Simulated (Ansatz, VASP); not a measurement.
**One calculation of Re, two programs**

The input INCAR:

```
SYSTEM = Re
  ALGO = Normal
  EDIFF = 1E-6
  ENCUT = 520
  GGA = PS
  ISIF = 2
  ISMEAR = -1
  LASPH = .True.
  LCHARG = .False.
  LREAL = .False.
  LWAVE = .False.
  NBANDS = 14
  NELM = 100
  PREC = Accurate
  SIGMA = 0.1
```

File KPOINTS:

```
k-points
0
Gamma
  11 11 11
  0 0 0
```

Contents of POSCAR:

```
Re
1.0
    0.0000000000      2.9052207351      2.9052207351
    2.9052207351      0.0000000000      2.9052207351
    2.9052207351      2.9052207351      0.0000000000
Re
2
Direct
    0.1250000000      0.1250000000      0.1250000000
    0.8750000000      0.8750000000      0.8750000000
```

Input for Ansatz:

```yaml
crystal:
  lattice:
    - [0.0, 2.9052207351, 2.9052207351]
    - [2.9052207351, 0.0, 2.9052207351]
    - [2.9052207351, 2.9052207351, 0.0]
  atoms:
    - { symbol: Re, position: [0.125, 0.125, 0.125] }
    - { symbol: Re, position: [0.875, 0.875, 0.875] }
hamiltonian:
  xc: pbesol
  pseudopotentials:
    kind: paw
    azcp:
      Re: "pseudopotentials/Re.paw.azcp"
basis:
  ecutwfc: 420
  fft_grid_basis: typed
kpoints:
  mp_grid: { grid: [11, 11, 11], shift: [0, 0, 0] }
magnetization:
  spin_polarized: false
scf:
  occupations: { method: fermi_dirac, width: 0.1 }
  lower_state_search: "off"
output:
  stress: true
```

Alike in both runs: task single point; functional PBEsol; k mesh 11 × 11 × 11; occupations fermi-dirac, width 0.1 eV; no spin polarisation.

|  | VASP | Ansatz |
| --- | --- | --- |
| version | VASP 6.6.1 | Ansatz 0.2.0 |
| potentials or method | VASP PAW PBE potentials, release 64 (Re), cutoff 520 eV | plane waves (420 eV) with PAW, scalar-relativistic |
| valence electrons in the cell | 14 | 30 |

```csv
,VASP,Ansatz,Ansatz less VASP
pressure (GPa),-18.3,-17.1,+1.12
```

VASP's potentials were made for PBE, not for PBEsol, and Ansatz warns of the same on its side. With one functional, cell and mesh, what is left measures potentials, basis and numerics. VASP's potentials hold 14 valence electrons a cell and Ansatz's 30, so a difference there can come from the potentials and not from the codes.

Neither program's run includes spin-orbit coupling.
